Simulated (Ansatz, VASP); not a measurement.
**Al in VASP and in Ansatz**

File POSCAR:

```
Al
1.0
    0.0000000000      2.0645171409      2.0645171409
    2.0645171409      0.0000000000      2.0645171409
    2.0645171409      2.0645171409      0.0000000000
Al
1
Direct
    0.0000000000      0.0000000000      0.0000000000
```

File INCAR.step1:

```
PREC = Accurate ; ENCUT = 520
EDIFF = 1E-5 ; ISMEAR = -1
SIGMA = 0.05 ; LREAL = F
LASPH = T ; NELM = 80
ALGO = Normal ; ISIF = 2
LWAVE = T ; LCHARG = F
GGA = PE ; NBANDS = 8
```

INCAR.step2

```
PREC = Accurate ; ENCUT = 520
EDIFF = 1E-6 ; ISMEAR = -1
SIGMA = 0.05 ; LREAL = F
LASPH = T ; NELM = 80
ALGO = Normal ; ISIF = 2
LWAVE = F ; LCHARG = F
METAGGA = R2SCAN ; LHFCALC = T
AEXX = 0.25 ; LMIXTAU = T
PRECFOCK = Normal ; ISTART = 1
NBANDS = 8
```

The input KPOINTS:

```
regular mesh
0
Gamma
  6 6 6
```

Contents of input.yaml:

```yaml
crystal:
  lattice:
    - [0.0, 2.0645171409, 2.0645171409]
    - [2.0645171409, 0.0, 2.0645171409]
    - [2.0645171409, 2.0645171409, 0.0]
  atoms:
    - { symbol: Al, position: [0.0, 0.0, 0.0] }
hamiltonian:
  xc: r2scan0
  pseudopotentials: { kind: paw }
kpoints:
  mp_grid: { grid: [6, 6, 6] }
scf:
  occupations: { method: fermi_dirac, width: 0.05 }
output:
  forces: true
  stress: true
  eigenvalues: true
```

Alike in both runs: task single point; functional r2SCAN0; k mesh 6 × 6 × 6; occupations fermi-dirac, width 0.05 eV; no spin polarisation.

|  | VASP | Ansatz |
| --- | --- | --- |
| version | VASP 6.6.1 | Ansatz 0.2.0 |
| potentials or method | VASP PAW PBE potentials, release 64 (Al) | Ansatz PAW |
| plane-wave cutoff (eV) | 520 | 500 |
| valence electrons in the cell | 3 | 3 |

|  | VASP | Ansatz | Ansatz less VASP |
| --- | --- | --- | --- |
| gap on the k mesh at the Fermi level (eV) | none | none | - |
| pressure (GPa) | -6.9 | -6.8 | +0.15 |

VASP's potentials were made for PBE, not for r2SCAN0. A gap of «none» marks a metal or a gap that the smearing closes.

The k mesh is coarse, so the values compare programs but aren't converged.
